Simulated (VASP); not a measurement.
Write the native input for VASP 6.6.1 that does the following.

| Quantity | Value |
| --- | --- |
| Task | single point |
| Functional | r2SCAN |
| Potentials or basis | VASP PAW PBE potentials, release 64 (Sn_d) |
| Cutoff | 520 eV |
| k mesh | 13 × 13 × 13 |
| Occupations | fermi-dirac, width 0.1 eV |
| Spin | no spin polarisation |
| Dipole correction | no |
| Further INCAR settings | ALGO = Normal; EDIFF = 1e-06; NBANDS = 13 |

The system is Sn.

```
Sn
1.0
    -1.89465    1.89465    1.89465
     1.89465   -1.89465    1.89465
     1.89465    1.89465   -1.89465
Sn
1
Direct
  0.00000 0.00000 0.00000
```

The input as run:

POSCAR

```
Sn
1.0
   -1.8946520000      1.8946520000      1.8946520000
    1.8946520000     -1.8946520000      1.8946520000
    1.8946520000      1.8946520000     -1.8946520000
Sn
1
Direct
    0.0000000000      0.0000000000      0.0000000000
```

INCAR.step1

```
SYSTEM = Sn
PREC = Accurate
ENCUT = 520
ISMEAR = -1
SIGMA = 0.1
LREAL = .False.
LASPH = .True.
NELM = 60
NBANDS = 13
GGA = PE
ALGO = Normal
EDIFF = 1E-4
LWAVE = .True.
LCHARG = .False.
```

INCAR.step2

```
SYSTEM = Sn
PREC = Accurate
ENCUT = 520
EDIFF = 1E-6
ISMEAR = -1
SIGMA = 0.1
LREAL = .False.
LASPH = .True.
NELM = 60
ALGO = Normal
ISIF = 2
LWAVE = .False.
LCHARG = .False.
METAGGA = R2SCAN
LMIXTAU = .True.
NBANDS = 13
ISTART = 1
```

KPOINTS

```
Automatic mesh
0
Gamma
  13 13 13
  0 0 0
```

Potentials or basis: VASP PAW PBE potentials, release 64 (Sn_d).

Command:

```console
$ cat potpaw_PBE.64/Sn_d/POTCAR > POTCAR
$ cp INCAR.step1 INCAR
$ mpirun -np 1 vasp_std > vasp.out
$ cp INCAR.step2 INCAR
$ mpirun -np 1 vasp_std > vasp.out
```

It gave:

```
Pressure               : -0.4 GPa
Band gap on the k mesh : zero (band 7 reaches 16.45 eV, above the bottom of band 8 at 5.54 eV)
```

Caveat: the PAW data sets were made with another functional, which shifts forces and pressure a little; spin-orbit coupling is left out, which moves the levels of the heavy elements.

It took 55 s on 1 thread of AMD EPYC 9R45 96-Core Processor (Zen 5), with other jobs on the host, peak memory 0.13 GiB.
